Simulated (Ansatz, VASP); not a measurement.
# BaBe5H10 in VASP and in Ansatz

INCAR

```
SYSTEM = BaBe5H10
  PREC = Accurate
  ENCUT = 520
  EDIFF = 1E-6
  ISMEAR = 0
  SIGMA = 0.1
  LREAL = Auto
  LASPH = .TRUE.
  NELM = 60
  ALGO = Normal
  ISIF = 2
  LWAVE = .FALSE.
  LCHARG = .TRUE.
  GGA = PE
  LELF = .TRUE.
  LVHAR = .TRUE.
  NBANDS = 29
```

Contents of KPOINTS:

```
regular mesh
0
G
  4 4 2
  0 0 0
```

POSCAR

```
BaBe5H10
1.0
    4.4622353000      0.0000000000      0.0000000000
    0.0000000000      4.9426749000      0.0000000000
   -1.5050163000      0.0000000000      6.6332532000
Ba Be H
1 5 10
Direct
    0.9048890000      0.5000000000      0.6228560000
    0.4773930000      0.0000000000      0.2845330000
    0.5459590000      0.7636740000      0.0071740000
    0.5459590000      0.2363260000      0.0071740000
    0.3765430000      0.0000000000      0.6819930000
    0.0685330000      0.0000000000      0.0409980000
    0.6255580000      0.7506230000      0.2507080000
    0.6255580000      0.2493770000      0.2507080000
    0.5474720000      0.0000000000      0.5115560000
    0.1456020000      0.0000000000      0.2557030000
    0.3809090000      0.5000000000      0.9949710000
    0.4678110000      0.7324880000      0.7521060000
    0.8800470000      0.7566290000      0.9888310000
    0.4678110000      0.2675120000      0.7521060000
    0.8800470000      0.2433710000      0.9888310000
    0.0599190000      0.0000000000      0.6097510000
```

Input for Ansatz:

```yaml
crystal:
  lattice:
    - [4.4622353, 0.0, 0.0]
    - [0.0, 4.9426749, 0.0]
    - [-1.5050163, 0.0, 6.6332532]
  atoms:
    - { symbol: Ba, position: [0.904889, 0.5, 0.622856] }
    - { symbol: Be, position: [0.477393, 0.0, 0.284533] }
    - { symbol: Be, position: [0.545959, 0.763674, 0.007174] }
    - { symbol: Be, position: [0.545959, 0.236326, 0.007174] }
    - { symbol: Be, position: [0.376543, 0.0, 0.681993] }
    - { symbol: Be, position: [0.068533, 0.0, 0.040998] }
    - { symbol: H, position: [0.625558, 0.750623, 0.250708] }
    - { symbol: H, position: [0.625558, 0.249377, 0.250708] }
    - { symbol: H, position: [0.547472, 0.0, 0.511556] }
    - { symbol: H, position: [0.145602, 0.0, 0.255703] }
    - { symbol: H, position: [0.380909, 0.5, 0.994971] }
    - { symbol: H, position: [0.467811, 0.732488, 0.752106] }
    - { symbol: H, position: [0.880047, 0.756629, 0.988831] }
    - { symbol: H, position: [0.467811, 0.267512, 0.752106] }
    - { symbol: H, position: [0.880047, 0.243371, 0.988831] }
    - { symbol: H, position: [0.059919, 0.0, 0.609751] }
basis:
  ecutwfc: 420
kpoints:
  mp_grid: { grid: [4, 4, 2] }
hamiltonian:
  xc: pbe
scf:
  occupations: { method: gaussian, width: 0.1 }
  lower_state_search: "off"
output:
  forces: true
  stress: true
  eigenvalues: true
```

Alike in both runs: task single point; functional PBE; k mesh 4 × 4 × 2; occupations gaussian, width 0.1 eV; no spin polarisation.

|  | VASP | Ansatz |
| --- | --- | --- |
| version | VASP 6.6.1 | Ansatz 0.2.0 |
| potentials or method | VASP PAW PBE potentials, release 64 (Ba_sv, Be, H), cutoff 520 eV | scalar-relativistic, plane waves, PAW |
| valence electrons in the cell | 30 | 30 |

Ansatz gave:

- gap on the k mesh at the Fermi level (eV): 0.78
- least direct gap on the mesh (eV): 1.78
- pressure (GPa): 0.0
- traceless stress, the component that is largest in VASP (GPa): -0.30
- rms of the force components (eV/Å): 0.014

Task: Which values does VASP return?

Result: gap on the k mesh at the Fermi level (eV): 0.77; least direct gap on the mesh (eV): 1.78; pressure (GPa): 0.3; traceless stress, the component that is largest in VASP (GPa): -0.39; rms of the force components (eV/Å): 0.014.

Atom by atom the forces differ by 0.011 eV/Å (rms over components).

The k mesh is coarse, so the values compare programs but aren't converged. Spin-orbit coupling is off throughout.
